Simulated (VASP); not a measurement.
Write the native input for VASP 6.6.1 that does the following.

```
Task                   : relaxation of cell and atoms
Functional             : PBE
Potentials or basis    : VASP PAW PBE potentials, release 64 (Be, Cd)
Cutoff                 : 600 eV
k mesh                 : 6 × 6 × 6
Occupations            : gaussian, width 0.1 eV
Spin                   : no spin polarisation
Dipole correction      : no
Further INCAR settings : ALGO = Normal; EDIFF = 1e-06; IBRION = 2; EDIFFG = -0.04; NSW = 90; ISIF = 3
```

The structure of Be2Cd lies in POSCAR:

```
Be2Cd
1.0
    3.3950345151      0.0000000000      0.0000000000
   -1.6975172575      2.9401861368      0.0000000000
    0.0000000000      0.0000000000      3.6657349416
Be Cd
2 1
Direct
    0.3333333333      0.6666666667      0.5000000000
    0.6666666667      0.3333333333      0.5000000000
    0.0000000000      0.0000000000      0.0000000000
```

One way to write it, as run:

INCAR

```
ALGO = Normal
EDIFF = 1E-6
EDIFFG = -0.04
ENCUT = 600
GGA = PE
IBRION = 2
ISIF = 3
ISMEAR = 0
LASPH = True
LCHARG = False
LREAL = False
LWAVE = False
NELM = 60
NSW = 90
PREC = Accurate
SIGMA = 0.1
```

KPOINTS

```
k-points
0
Gamma
  6 6 6
```

Potentials or basis: VASP PAW PBE potentials, release 64 (Be, Cd).

Launch:

```sh
$ cat potpaw_PBE.64/Be/POTCAR potpaw_PBE.64/Cd/POTCAR > POTCAR
$ mpirun -np 1 vasp_std > vasp.out
```

It gave:

| Property | Result |
| --- | --- |
| Relaxed volume | 13.26 Å³/atom |
| Relaxed cell | a = 3.978 Å, b = 3.978 Å, c = 2.903 Å, α = 90.00°, β = 90.00°, γ = 120.00° |
| Space group after relaxing (to 0.1 Å) | P6/mmm (No. 191) |
| Energy gained by relaxing | 297.5 meV/atom |
| Ionic steps | 14 |
| Pressure after relaxing | 0.0 GPa |
| Band gap on the k mesh | zero (bands 8 and 9 overlap by 2.92 eV) |

Caveat: a cell axis changed by over 15 % at a fixed basis, so the end point is rough.

Run time: 2.7 min on 1 thread of Intel(R) Xeon(R) Platinum 8375C CPU @ 2.90GHz (Ice Lake), on a shared host, peak memory 0.17 GiB.
